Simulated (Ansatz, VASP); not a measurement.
**AlP in VASP and in Ansatz**

Contents of INCAR:

```
  PREC = Accurate
  ENCUT = 500
  EDIFF = 1E-6
  ISMEAR = 0
  SIGMA = 0.01
  LREAL = False
  LASPH = True
  NELM = 120
  ALGO = Normal
  ISIF = 2
  LWAVE = False
  LCHARG = False
  GGA = PE
  NBANDS = 11
  GGA_COMPAT = False
```

The input KPOINTS:

```
Automatic mesh
0
Gamma
  6 6 6
```

POSCAR

```
AlP
1.0
    0.0000000000      2.7255000000      2.7255000000
    2.7255000000      0.0000000000      2.7255000000
    2.7255000000      2.7255000000      0.0000000000
Al P
1 1
Direct
    0.0000000000      0.0000000000      0.0000000000
    0.7500000000      0.7500000000      0.7500000000
```

Input for Ansatz:

```yaml
crystal:
  lattice:
    bravais: fcc
    a: 5.451
  space_group: 216
  atoms:
    - { symbol: Al, position: [0.0, 0.0, 0.0] }
    - { symbol: P, position: [0.25, 0.25, 0.75] }
  reduce_to_primitive: true
basis:
  ecutwfc: 510.0
kpoints:
  mp_grid:
    grid: [6, 6, 6]
hamiltonian:
  xc: pbe
scf:
  occupations:
    method: fixed
output:
  forces: true
  stress: true
```

Alike in both runs: task single point; functional PBE; k mesh 6 × 6 × 6; no spin polarisation.

|  | VASP | Ansatz |
| --- | --- | --- |
| version | VASP 6.6.1 | Ansatz 0.2.0 |
| potentials or method | VASP PAW PBE potentials, release 64 (Al, P), cutoff 500 eV | plane waves, PAW |
| occupations | gaussian, width 0.01 eV | fixed |
| valence electrons in the cell | 8 | 8 |

|  | VASP | Ansatz | Ansatz less VASP |
| --- | --- | --- | --- |
| pressure (GPa) | 2.7 | 2.8 | +0.09 |
